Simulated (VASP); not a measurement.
AlCo, 2 atoms in the cell. It takes space group Pm-3m (No. 221, cubic). Conventional cell: a = 2.766 Å, b = 2.766 Å, c = 2.766 Å, α = 90.00°, β = 90.00°, γ = 90.00°. Al (site symmetry m-3m) has 8 Co at 2.40 Å and 6 Al at 2.77 Å within 3.2 Å. Co (site symmetry m-3m) has 8 Al at 2.40 Å and 6 Co at 2.77 Å within 3.2 Å. 

```yaml
Program: VASP 6.6.1
Task: single point
Functional: PBE
Potentials_or_basis: VASP PAW PBE potentials, release 64 (Al, Co)
Cutoff: 520 eV
k_mesh: 14 × 14 × 14
Occupations: gaussian, width 0.1 eV
Spin: no spin polarisation
Dipole_correction: no
Further_INCAR_settings: ALGO = Normal; EDIFF = 1e-07; NBANDS = 13
```

Potentials or basis: VASP PAW PBE potentials, release 64 (Al, Co).

Command:

```bash
$ cat potpaw_PBE.64/Al/POTCAR potpaw_PBE.64/Co/POTCAR > POTCAR
$ mpirun -np 1 vasp_std > vasp.out
```

Hardware: 1 thread of AMD EPYC 7R43 64-Core Processor (Zen 3), with other jobs on the host.

**Question.** Estimate the wall time of this run.

**Answer.** It took 43 s on 1 thread of AMD EPYC 7R43 64-Core Processor (Zen 3), on a shared host, peak memory 0.13 GiB. Counts: scf iterations 14, k points 120.
